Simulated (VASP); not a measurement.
# CsI (Pm-3m) in VASP: notebook, part 2 of 2

VASP 6.6.1.

## Step 4: Single point, r2SCAN

This run uses another cell than the first one, of 51.19 Å³/atom, 1.049 times its volume.

Contents of POSCAR:

```
CsI
1.0
    4.6781265998      0.0000000000      0.0000000000
    0.0000000000      4.6781265998      0.0000000000
    0.0000000000      0.0000000000      4.6781265998
Cs I
1 1
Direct
    0.0000000000      0.0000000000      0.0000000000
    0.5000000000      0.5000000000      0.5000000000
```

Contents of INCAR.step1:

```
SYSTEM = CsI
PREC = Accurate
ENCUT = 550
ISMEAR = -1
SIGMA = 0.15
LREAL = .False.
LASPH = .True.
NELM = 120
NBANDS = 15
GGA = PE
ALGO = Normal
EDIFF = 1E-5
LWAVE = .True.
LCHARG = .False.
GGA_COMPAT = .False.
```

Contents of INCAR.step2:

```
SYSTEM = CsI
PREC = Accurate
ENCUT = 550
EDIFF = 1E-6
ISMEAR = -1
SIGMA = 0.15
LREAL = .False.
LASPH = .True.
NELM = 120
ALGO = Normal
ISIF = 2
LWAVE = .False.
LCHARG = .False.
METAGGA = R2SCAN
LMIXTAU = .True.
NBANDS = 15
ISTART = 1
GGA_COMPAT = .False.
```

Contents of KPOINTS:

```
Automatic mesh
0
Gamma
  4 4 4
  0 0 0
```

Potentials or basis: VASP PAW PBE potentials, release 64 (Cs_sv, I).

On the command line:

```sh
> cat potpaw_PBE.64/Cs_sv/POTCAR potpaw_PBE.64/I/POTCAR > POTCAR
> cp INCAR.step1 INCAR
> mpirun -np 1 vasp_std > vasp.out
> cp INCAR.step2 INCAR
> mpirun -np 1 vasp_std > vasp.out
```

OUTCAR:

```text
SYSTEM = CsI
   PREC = Accurate
   ENCUT = 550
   EDIFF = 1E-6
   ISMEAR = -1
   LREAL = .False.
   LASPH = .True.
   NELM = 120
   ISIF = 2
   METAGGA = R2SCAN
   ISTART = 1

 ion  position               nearest neighbor table
   1  0.000  0.000  0.000-
   2  0.500  0.500  0.500-

  LATTYP: Found a simple cubic cell.
 ALAT       =     4.6781265998

  Lattice vectors:

 A1 = (   4.6781265998,   0.0000000000,   0.0000000000)
 A2 = (   0.0000000000,   4.6781265998,   0.0000000000)
 A3 = (   0.0000000000,   0.0000000000,   4.6781265998)

Analysis of symmetry for initial positions (statically):
=====================================================================
 Subroutine PRICEL returns:
 Original cell was already a primitive cell.

 Routine SETGRP: Setting up the symmetry group for a
 simple cubic supercell.

 Subroutine GETGRP returns: Found 48 space group operations
 (whereof 48 operations were pure point group operations)
 out of a pool of 48 trial point group operations.

The static configuration has the point symmetry O_h .

Analysis of symmetry for dynamics (positions and initial velocities):
=====================================================================
 Subroutine PRICEL returns:
 Original cell was already a primitive cell.

 Routine SETGRP: Setting up the symmetry group for a
 simple cubic supercell.

 Subroutine GETGRP returns: Found 48 space group operations
 (whereof 48 operations were pure point group operations)
 out of a pool of 48 trial point group operations.

The dynamic configuration has the point symmetry O_h .

 Subroutine INISYM returns: Found 48 space group operations
 (whereof 48 operations are pure point group operations),
 and found     1 'primitive' translations

----------------------------------------------------------------------------------------

                                     Primitive cell

  volume of cell :     102.3802

  direct lattice vectors                    reciprocal lattice vectors
     4.678126600  0.000000000  0.000000000     0.213760782  0.000000000  0.000000000
     0.000000000  4.678126600  0.000000000     0.000000000  0.213760782  0.000000000
     0.000000000  0.000000000  4.678126600     0.000000000  0.000000000  0.213760782

  length of vectors
     4.678126600  4.678126600  4.678126600     0.213760782  0.213760782  0.213760782

  position of ions in fractional coordinates (direct lattice)
     0.000000000  0.000000000  0.000000000
     0.500000000  0.500000000  0.500000000

  ion indices of the primitive-cell ions
   primitive index   ion index
                 1           1
                 2           2

----------------------------------------------------------------------------------------

 KPOINTS: Automatic mesh

Automatic generation of k-mesh.
[... 23 lines left out ...]
  0.000000  0.000000  0.000000      1.000000
  0.250000  0.000000  0.000000      6.000000
  0.500000  0.000000  0.000000      3.000000
  0.250000  0.250000  0.000000     12.000000
  0.500000  0.250000  0.000000     12.000000
  0.500000  0.500000  0.000000      3.000000
  0.250000  0.250000  0.250000      8.000000
  0.500000  0.250000  0.250000     12.000000
  0.500000  0.500000  0.250000      6.000000
  0.500000  0.500000  0.500000      1.000000
   k-points           NKPTS =     10   k-points in BZ     NKDIM =     10   number of bands    NBANDS=     15
   number of dos      NEDOS =    301   number of ions     NIONS =      2
   total plane-waves  NPLWV =  46656
   dimension x,y,z NGX =    36 NGY =   36 NGZ =   36
   dimension x,y,z NGXF=    72 NGYF=   72 NGZF=   72
   ions per type =               1   1
   NGX,Y,Z   is equivalent  to a cutoff of  12.79, 12.79, 12.79 a.u.
   NGXF,Y,Z  is equivalent  to a cutoff of  25.59, 25.59, 25.59 a.u.
 SYSTEM =  CsI
   PREC   = accura    normal or accurate (medium, high low for compatibility)
   ISTART =      1    job   : 0-new  1-cont  2-samecut
   ICHARG =      0    charge: 1-file 2-atom 10-const
   ISPIN  =      1    spin polarized calculation?
   LNONCOLLINEAR =      F non collinear calculations
   LSORBIT =      F    spin-orbit coupling
   LASPH  =      T    aspherical Exc in radial PAW
   ENCUT  =  550.0 eV  40.42 Ry    6.36 a.u.   8.95  8.95  8.95*2*pi/ulx,y,z
   NELM   =    120;   NELMIN=  2; NELMDL=  0     # of ELM steps
   EDIFF  = 0.1E-05   stopping-criterion for ELM
   LREAL  =      F    real-space projection
   EDIFFG = 0.1E-04   stopping-criterion for IOM
   NSW    =      0    number of steps for IOM
   IBRION =     -1    ionic relax: 0-MD 1-quasi-New 2-CG
   NFREE  =      0    steps in history (QN), initial steepest desc. (CG)
   ISIF   =      2    stress and relaxation
   ISYM   =      2    0-nonsym 1-usesym 2-fastsym
   POTIM  = 0.5000    time-step for ionic-motion
   TEBEG  =    0.0;   TEEND  =   0.0 temperature during run
   PSTRESS=    0.0 pullay stress
   NELECT =      16.0000    total number of electrons
   NUPDOWN=      -1.0000    fix difference up-down
   EMIN   =  10.00;   EMAX   =-10.00  energy-range for DOS
   EFERMI =   0.00;   METHOD = LEGACY
   ISMEAR =    -1;   SIGMA  =   0.15  broadening in eV -4-tet -1-fermi 0-gaus
   EFERMI_NEDOS =   21; number of points for ismear=-14 and -15
   IALGO  =     38    algorithm
   IMIX   =      4    mixing-type and parameters
     AMIX     =   0.40;   BMIX     =  1.00
     AMIX_MAG =   1.60;   BMIX_MAG =  1.00
  volume/ion in A,a.u.               =      51.19       345.45
  Fermi-wavevector in a.u.,A,eV,Ry     =   0.881812  1.666384 10.579796  0.777593
  Thomas-Fermi vector in A             =   2.002359
   LORBIT       =      0    0 simple, 1 ext, 2 COOP (PROOUT), +10 PAW based schemes
   METAGGA = R2SCAN    functional components
   LHFCALC =     F    Hartree Fock is set to
   AEXX    =    0.0000 exact exchange contribution
   IVDW    =     0    specifies the selected vdW correction
   LEPSILON=     F    determine dielectric tensor
   LRPA    =     F    only Hartree local field effects (RPA)
 non-spin polarized calculation
  energy-cutoff  :      550.00
  volume of cell :      102.38
 maximum number of plane-waves:      3016
 NGX is ok and might be reduce to    36
   NGX = 17   NGY = 17   NGZ = 17

 number of electron      15.9999998 magnetization

 Free energy of the ion-electron system (eV)
  ---------------------------------------------------
  ext. energy  EPLUGINS =         0.00000000
  ---------------------------------------------------
  free energy    TOTEN  =       -53.11872589 eV

  energy without entropy =      -53.11872542  energy(sigma->0) =      -53.11872566

 E-fermi :   2.4800     XC(G=0):  -7.8006

 val. band max:        0.0986448958   @ k =   0.5000   0.5000   0.0000
 cond. band min:       4.4412613622   @ k =   0.0000   0.0000   0.0000
 fundamental gap:      4.3426164664
 Fermi energy:         2.4799858909

 k-point     1 :       0.0000    0.0000    0.0000
  band No.  band energies     occupation
      1     -20.9622      2.00000
      2     -10.7589      2.00000
      3      -7.2985      2.00000
      4      -7.2985      2.00000
      5      -7.2985      2.00000
      6       0.0017      2.00000
      7       0.0017      2.00000
      8       0.0017      2.00000
      9       4.4413      0.00000
     10       4.8082      0.00000
     11       4.8082      0.00000
     12       8.3460      0.00000
     13       8.3460      0.00000
     14       8.3460      0.00000
[... 149 lines left out ...]
      2     -10.5178      2.00000
      3      -7.5041      2.00000
      4      -7.5041      2.00000
      5      -7.5041      2.00000
      6      -1.0515      2.00000
      7      -1.0515      2.00000
      8      -1.0515      2.00000
      9       7.6068      0.00000
     10       7.6068      0.00000
     11       7.6068      0.00000
     12       8.2951      0.00000
     13       8.2951      0.00000
     14       8.2951      0.00000
     15      10.1328      0.00000

------------------------ aborting loop because EDIFF is reached ----------------------------------------

  FORCE on cell =-STRESS in cart. coord.  units (eV):
  Direction    XX          YY          ZZ          XY          YZ          ZX
  --------------------------------------------------------------------------------------
  -------------------------------------------------------------------------------------
  Total       -0.2794569     -0.2794569     -0.2794569      0.0000000      0.0000000      0.0000000
  in kB       -4.3733026     -4.3733026     -4.3733026      0.0000000      0.0000000      0.0000000
  external PRESSURE =      -4.3733026 kB  Pullay stress =       0.0000000 kB

 VOLUME and BASIS-vectors are now :
 -----------------------------------------------------------------------------
  energy-cutoff  :      550.00
  volume of cell :      102.38
      direct lattice vectors                 reciprocal lattice vectors
     4.678126600  0.000000000  0.000000000     0.213760782  0.000000000  0.000000000
     0.000000000  4.678126600  0.000000000     0.000000000  0.213760782  0.000000000
     0.000000000  0.000000000  4.678126600     0.000000000  0.000000000  0.213760782

 POSITION                                       TOTAL-FORCE (eV/Angst)
 -----------------------------------------------------------------------------------
      0.00000      0.00000      0.00000         0.000000      0.000000      0.000000
      2.33906      2.33906      2.33906         0.000000      0.000000      0.000000
 -----------------------------------------------------------------------------------
    total drift:                               -0.000000      0.000000      0.000000

  FREE ENERGIE OF THE ION-ELECTRON SYSTEM (eV)
  ---------------------------------------------------
  free  energy   TOTEN  =       -53.1187258875 eV

  energy  without entropy=      -53.1187254225  energy(sigma->0) =      -53.11872566
```

It took 51 s on 1 thread of AMD EPYC 7R13 (Zen 3), shared host; peak memory 0.19 GiB.

Results:

* Free energy: -53.1187 eV
* Pressure: -0.4 GPa
* Band gap on the k mesh: 4.34 eV, indirect (least direct gap 4.44 eV)

Levels at points of the mesh, in eV from the valence-band top:
| k point | band 4 | band 5 | band 6 | band 7 | band 8 | band 9 | band 10 | band 11 | band 12 | band 13 |
| --- | --- | --- | --- | --- | --- | --- | --- | --- | --- | --- |
| (0.00, 0.00, 0.00) | -7.40 | -7.40 | -0.10 | -0.10 | -0.10 | 4.34 | 4.71 | 4.71 | 8.25 | 8.25 |
| (0.50, 0.00, 0.00) | -7.35 | -7.35 | -1.39 | -0.20 | -0.20 | 5.67 | 6.83 | 7.02 | 7.38 | 8.33 |
| (0.50, 0.50, 0.00) | -7.69 | -7.32 | -0.82 | -0.82 | 0.00 | 4.76 | 5.48 | 6.65 | 6.65 | 9.89 |
| (0.50, 0.50, 0.50) | -7.60 | -7.60 | -1.15 | -1.15 | -1.15 | 7.51 | 7.51 | 7.51 | 8.20 | 8.20 |

Caveat: the PAW data sets were made with another functional, which shifts forces and pressure a little; spin-orbit coupling is left out, which moves the levels of the heavy elements.

## Step 5: Single point, r2SCAN

This run uses another cell than the first one, of 52.38 Å³/atom, 1.073 times its volume.

Contents of POSCAR:

```
CsI
1.0
    4.7141136033      0.0000000000      0.0000000000
    0.0000000000      4.7141136033      0.0000000000
    0.0000000000      0.0000000000      4.7141136033
Cs I
1 1
Direct
    0.0000000000      0.0000000000      0.0000000000
    0.5000000000      0.5000000000      0.5000000000
```

Contents of INCAR.step1:

```
PREC = Accurate
ENCUT = 550
ISMEAR = -1
SIGMA = 0.15
LREAL = False
LASPH = True
NELM = 120
NBANDS = 15
GGA = PE
ALGO = Normal
EDIFF = 1E-5
LWAVE = True
LCHARG = False
GGA_COMPAT = False
```

Contents of INCAR.step2:

```
PREC = Accurate
ENCUT = 550
EDIFF = 1E-6
ISMEAR = -1
SIGMA = 0.15
LREAL = False
LASPH = True
NELM = 120
ALGO = Normal
ISIF = 2
LWAVE = False
LCHARG = False
METAGGA = R2SCAN
LMIXTAU = True
NBANDS = 15
ISTART = 1
GGA_COMPAT = False
```

Contents of KPOINTS:

```
Automatic mesh
0
Gamma
  4 4 4
```

Potentials or basis: VASP PAW PBE potentials, release 64 (Cs_sv, I).

On the command line:

```sh
> cat potpaw_PBE.64/Cs_sv/POTCAR potpaw_PBE.64/I/POTCAR > POTCAR
> cp INCAR.step1 INCAR
> mpirun -np 1 vasp_std > vasp.out
> cp INCAR.step2 INCAR
> mpirun -np 1 vasp_std > vasp.out
```

OUTCAR:

```text
PREC = Accurate
   ENCUT = 550
   EDIFF = 1E-6
   ISMEAR = -1
   LREAL = False
   LASPH = True
   NELM = 120
   ISIF = 2
   METAGGA = R2SCAN
   ISTART = 1

 ion  position               nearest neighbor table
   1  0.000  0.000  0.000-
   2  0.500  0.500  0.500-

  LATTYP: Found a simple cubic cell.
 ALAT       =     4.7141136033

  Lattice vectors:

[... 344 lines left out ...]
     12       8.0706      0.00000
     13       8.0706      0.00000
     14       8.0706      0.00000
     15       9.8980      0.00000

------------------------ aborting loop because EDIFF is reached ----------------------------------------

  FORCE on cell =-STRESS in cart. coord.  units (eV):
  Direction    XX          YY          ZZ          XY          YZ          ZX
  --------------------------------------------------------------------------------------
  -------------------------------------------------------------------------------------
  Total       -0.4241914     -0.4241914     -0.4241914     -0.0000000     -0.0000000      0.0000000
  in kB       -6.4874250     -6.4874250     -6.4874250     -0.0000000     -0.0000000      0.0000000
  external PRESSURE =      -6.4874250 kB  Pullay stress =       0.0000000 kB

 VOLUME and BASIS-vectors are now :
 -----------------------------------------------------------------------------
  energy-cutoff  :      550.00
  volume of cell :      104.76
      direct lattice vectors                 reciprocal lattice vectors
     4.714113603  0.000000000  0.000000000     0.212128957  0.000000000  0.000000000
     0.000000000  4.714113603  0.000000000     0.000000000  0.212128957  0.000000000
     0.000000000  0.000000000  4.714113603     0.000000000  0.000000000  0.212128957

 POSITION                                       TOTAL-FORCE (eV/Angst)
 -----------------------------------------------------------------------------------
      0.00000      0.00000      0.00000         0.000000      0.000000      0.000000
      2.35706      2.35706      2.35706         0.000000      0.000000      0.000000
 -----------------------------------------------------------------------------------
    total drift:                               -0.000000      0.000000      0.000000

  FREE ENERGIE OF THE ION-ELECTRON SYSTEM (eV)
  ---------------------------------------------------
  free  energy   TOTEN  =       -53.1107958181 eV

  energy  without entropy=      -53.1107952652  energy(sigma->0) =      -53.11079554
```

It took 50 s on 1 thread of AMD EPYC 7R13 (Zen 3), shared host; peak memory 0.19 GiB.

Results:

- Free energy: -53.1108 eV
- Pressure: -0.6 GPa
- Band gap on the k mesh: 4.27 eV, indirect (least direct gap 4.37 eV)

Levels at points of the mesh, in eV from the valence-band top:
| k point | band 5 | band 6 | band 7 | band 8 | band 9 | band 10 | band 11 | band 12 |
| --- | --- | --- | --- | --- | --- | --- | --- | --- |
| (0.00, 0.00, 0.00) | -7.43 | -0.10 | -0.10 | -0.10 | 4.27 | 4.74 | 4.74 | 8.20 |
| (0.50, 0.00, 0.00) | -7.39 | -1.34 | -0.19 | -0.19 | 5.67 | 6.73 | 6.92 | 7.39 |
| (0.50, 0.50, 0.00) | -7.36 | -0.80 | -0.80 | 0.00 | 4.76 | 5.46 | 6.64 | 6.64 |
| (0.50, 0.50, 0.50) | -7.63 | -1.10 | -1.10 | -1.10 | 7.44 | 7.44 | 7.44 | 8.10 |

Caveat: the PAW data sets were made with another functional, which shifts forces and pressure a little; spin-orbit coupling is left out, which moves the levels of the heavy elements. r2SCAN opens gaps a little over a GGA but as a rule still falls short of measured ones.

## Step 6: The runs side by side

```tsv
cell	gap on the mesh (eV)	pressure (GPa)
a = 4.604 Å, 2 atoms	4.51	0.1
a = 4.642 Å, 2 atoms	4.42	-0.2
a = 4.678 Å, 2 atoms	4.34	-0.4
a = 4.714 Å, 2 atoms	4.27	-0.6
```

Alike in all rows: task single point; level r2SCAN; potentials or basis VASP PAW PBE potentials, release 64 (Cs_sv, I); no spin polarisation; k mesh 4 × 4 × 4; cutoff (eV) 550; smearing fermi-dirac 0.15 eV.

Caveats: the PAW data sets were made with another functional, which shifts forces and pressure a little; spin-orbit coupling is left out, which moves the levels of the heavy elements.

Total energies depend on the potentials used, so only differences within one code and one set of settings carry meaning.
